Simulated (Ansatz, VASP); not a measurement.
## Sn in VASP and in Ansatz

Contents of INCAR:

```
SYSTEM = Sn
ALGO     = Normal         ! electronic algorithm
EDIFF    = 1E-8           ! SCF threshold, eV
ENCUT    = 520            ! plane-wave cutoff, eV
ISIF     = 2              ! what is computed and relaxed
ISMEAR   = -1             ! smearing method
LASPH    = .TRUE.         ! aspherical terms in the spheres
LCHARG   = .FALSE.        ! write CHGCAR
LEFG     = .TRUE.       
LREAL    = .FALSE.        ! projectors in reciprocal space
LWAVE    = .FALSE.        ! write WAVECAR
NBANDS   = 21             ! bands
NELM     = 80             ! most SCF steps
PREC     = Accurate       ! precision mode
SIGMA    = 0.03           ! smearing width, eV
```

File KPOINTS:

```
k-points
0
G
  9 9 9
  0 0 0
```

POSCAR

```
Sn
1.0
   -0.0973680000      3.1969160000      3.1969160000
    3.1969160000     -0.0973680000      3.1969160000
    3.1969160000      3.1969160000     -0.0973680000
Sn
2
Direct
    0.5000000000      0.5000000000      0.5000000000
    0.7500000000      0.7500000000      0.7500000000
```

Input for Ansatz:

```yaml
crystal:
  lattice:
    - [-0.097368, 3.196916, 3.196916]
    - [3.196916, -0.097368, 3.196916]
    - [3.196916, 3.196916, -0.097368]
  atoms:
    - { symbol: Sn, position: [0.5, 0.5, 0.5] }
    - { symbol: Sn, position: [0.75, 0.75, 0.75] }
kpoints:
  mp_grid: { grid: [9, 9, 9] }
scf:
  occupations: { method: fermi_dirac, width: 0.03 }
hamiltonian:
  xc: lda
  pseudopotentials: { kind: all_electron, datasets: crystal }
output:
  forces: true
  stress: true
  eigenvalues: true
  efg: { contact_densities: true }
```

Change from the starting cell: equal xy, yz and zx shear strains of -3 %, crystal datasets.

Alike in both runs: task electric field gradients; functional LDA; k mesh 9 × 9 × 9; occupations fermi-dirac, width 0.03 eV; no spin polarisation.

|  | VASP | Ansatz |
| --- | --- | --- |
| version | VASP 6.6.1 | Ansatz 0.2.0 |
| potentials or method | VASP PAW LDA potentials, release 64 (Sn_d), cutoff 520 eV | all-electron PAW with datasets made for the crystal, scalar-relativistic |

Ansatz gave:

| Item | Value |
| --- | --- |
| pressure (GPa) | -0.2 |
| traceless stress, the component that is largest in VASP (GPa) | 1.60 |
| rms of the force components (eV/Å) | 0.300 |
| size of Vzz on the site where it differs most (V/Å²) | 45.0 |

Q: Which values does VASP return?

A: Pressure (GPa): -0.2; traceless stress, the component that is largest in VASP (GPa): 1.61; rms of the force components (eV/Å): 0.302; size of Vzz on the site where it differs most (V/Å²): 47.2.

LDA's correlation is that of Perdew and Zunger in VASP and of Perdew and Wang (1992) in Ansatz. Atom by atom the forces differ by 0.002 eV/Å (rms over components). Ansatz ran all-electron here, and VASP with PAW potentials.
